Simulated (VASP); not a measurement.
Input of a VASP 6.6.1 run:

Contents of INCAR:

```
  PREC = Accurate
  ENCUT = 520
  EDIFF = 1E-6
  ISMEAR = -1
  SIGMA = 0.05
  LREAL = False
  LASPH = True
  NELM = 150
  ALGO = Normal
  ISIF = 2
  LWAVE = False
  LCHARG = False
  ISPIN = 2
  MAGMOM = 1 1
  LORBIT = 11
  LMAXMIX = 4
  GGA = PE
  NBANDS = 21
```

Contents of KPOINTS:

```
Automatic mesh
0
Gamma
  15 15 15
```

The input POSCAR:

```
Pt
1.0
    0.0000000000      2.8874521957      2.8874521957
    2.8874521957      0.0000000000      2.8874521957
    2.8874521957      2.8874521957      0.0000000000
Pt
2
Direct
    0.1250000000      0.1250000000      0.1250000000
    0.8750000000      0.8750000000      0.8750000000
```

Potentials or basis: VASP PAW PBE potentials, release 64 (Pt).

Launch:

```console
$ cat potpaw_PBE.64/Pt/POTCAR > POTCAR
$ mpirun -np 1 vasp_std > vasp.out
```

Task: What does it give for the site moments?

Result: Pt +0.22 μB.

Task: What does it give for the pressure?

Result: -0.2 GPa.

Task: Estimate the net moment.

Result: 0.45 μB per cell.
